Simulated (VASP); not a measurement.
Set up this calculation in VASP 6.6.1, as the native input.

* Task: relaxation of cell and atoms
* Functional: PBE
* Potentials or basis: VASP PAW PBE potentials, release 64 (Be, Se)
* Cutoff: 600 eV
* k mesh: 6 × 6 × 6
* Occupations: gaussian, width 0.1 eV
* Spin: no spin polarisation
* Dipole correction: no
* Further INCAR settings: ALGO = Normal; EDIFF = 1e-06; IBRION = 2; EDIFFG = -0.01; NSW = 100; ISIF = 3

The structure of BeSe5 lies in POSCAR:

```
BeSe5
1.0
    3.4791169288      2.0086690954      2.9964059948
   -3.4791169288      2.0086690954      2.9964059948
    0.0000000000     -4.0173381908      2.9964059948
Be Se
1 5
Direct
    0.5000000000      0.5000000000      0.5000000000
    0.5000000000      0.5000000000      0.0000000000
    0.1476842777      0.1476842777      0.1476842777
    0.0000000000      0.5000000000      0.5000000000
    0.5000000000      0.0000000000      0.5000000000
    0.8523157223      0.8523157223      0.8523157223
```

These files were run (other wordings do the same):

INCAR

```
PREC     = Accurate       # precision mode
ENCUT    = 600            # plane-wave cutoff, eV
EDIFF    = 1E-6           # SCF threshold, eV
ISMEAR   = 0              # smearing method
SIGMA    = 0.1            # smearing width, eV
LREAL    = F              # projectors in reciprocal space
LASPH    = T              # aspherical terms in the spheres
NELM     = 60             # most SCF steps
ALGO     = Normal         # electronic algorithm
ISIF     = 3              # what is computed and relaxed
LWAVE    = F              # write WAVECAR
LCHARG   = F              # write CHGCAR
GGA      = PE             # functional
IBRION   = 2              # ionic algorithm
NSW      = 100            # ionic steps
EDIFFG   = -0.01          # ionic threshold
```

KPOINTS

```
Automatic mesh
0
Gamma
  6 6 6
```

Potentials or basis: VASP PAW PBE potentials, release 64 (Be, Se).

Command:

```console
$ cat potpaw_PBE.64/Be/POTCAR potpaw_PBE.64/Se/POTCAR > POTCAR
$ mpirun -np 1 vasp_std > vasp.out
```

Results of the run:

* Relaxed volume: 21.22 Å³/atom
* Relaxed cell: a = 5.037 Å, b = 5.037 Å, c = 5.037 Å, α = 87.03°, β = 87.03°, γ = 87.03°
* Space group after relaxing (to 0.05 Å): R-3m (No. 166)
* Energy gained by relaxing: 2.8 meV/atom
* Ionic steps: 7
* Pressure after relaxing: 0.0 GPa
* Largest force after relaxing: 0.009 eV/Å
* Band gap on the k mesh: zero (band 16 reaches 4.14 eV, above the bottom of band 17 at 3.30 eV)

It took 3.6 min on 1 thread of Intel(R) Xeon(R) 6975P-C (Granite Rapids), on a shared host, peak memory 0.29 GiB.
